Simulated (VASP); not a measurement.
Wanted: the native input for a VASP 6.6.1 run.

```
Task                   : relaxation of cell and atoms
Functional             : PBE
Potentials or basis    : VASP PAW PBE potentials, release 64 (Sr_sv, Cl)
Cutoff                 : 600 eV
k mesh                 : 6 × 6 × 6
Occupations            : gaussian, width 0.01 eV
Spin                   : no spin polarisation
Dipole correction      : no
Further INCAR settings : ALGO = Normal; EDIFF = 1e-06; IBRION = 2; EDIFFG = -0.001; NSW = 80; ISIF = 3
```

The structure of SrCl2 lies in POSCAR:

```
SrCl2
1.0
    0.0000000000      3.5192138314      3.5192138314
    3.5192138314      0.0000000000      3.5192138314
    3.5192138314      3.5192138314      0.0000000000
Sr Cl
1 2
Direct
    0.0000000000      0.0000000000      0.0000000000
    0.2500000000      0.2500000000      0.2500000000
    0.7500000000      0.7500000000      0.7500000000
```

These files were run (other wordings do the same):

INCAR

```
ALGO     = Normal         # electronic algorithm
EDIFF    = 1E-6           # SCF threshold, eV
EDIFFG   = -0.001         # ionic threshold
ENCUT    = 600            # plane-wave cutoff, eV
GGA      = PE             # functional
IBRION   = 2              # ionic algorithm
ISIF     = 3              # what is computed and relaxed
ISMEAR   = 0              # smearing method
LASPH    = True           # aspherical terms in the spheres
LCHARG   = False          # write CHGCAR
LREAL    = False          # projectors in reciprocal space
LWAVE    = False          # write WAVECAR
NELM     = 60             # most SCF steps
NSW      = 80             # ionic steps
PREC     = Accurate       # precision mode
SIGMA    = 0.01           # smearing width, eV
```

KPOINTS

```
k-points
0
Gamma
  6 6 6
```

Potentials or basis: VASP PAW PBE potentials, release 64 (Sr_sv, Cl).

Run with:

```sh
$ cat potpaw_PBE.64/Sr_sv/POTCAR potpaw_PBE.64/Cl/POTCAR > POTCAR
$ mpirun -np 1 vasp_std > vasp.out
```

It gave:

The relaxed volume is 29.19 Å³/atom. The relaxed cell is a = 4.984 Å, b = 4.984 Å, c = 4.984 Å, α = 60.00°, β = 60.00°, γ = 60.00°. The space group after relaxing (to 0.05 Å) is Fm-3m (No. 225). The energy gained by relaxing is 0.1 meV/atom and the ionic steps are 3. The pressure after relaxing is 0.0 GPa and the band gap on the k mesh is 5.22 eV, indirect (least direct gap 5.52 eV).

Run time: 50 s on 1 thread of AMD EPYC 7R13 Processor (Zen 3) (shared host), peak memory 0.21 GiB.
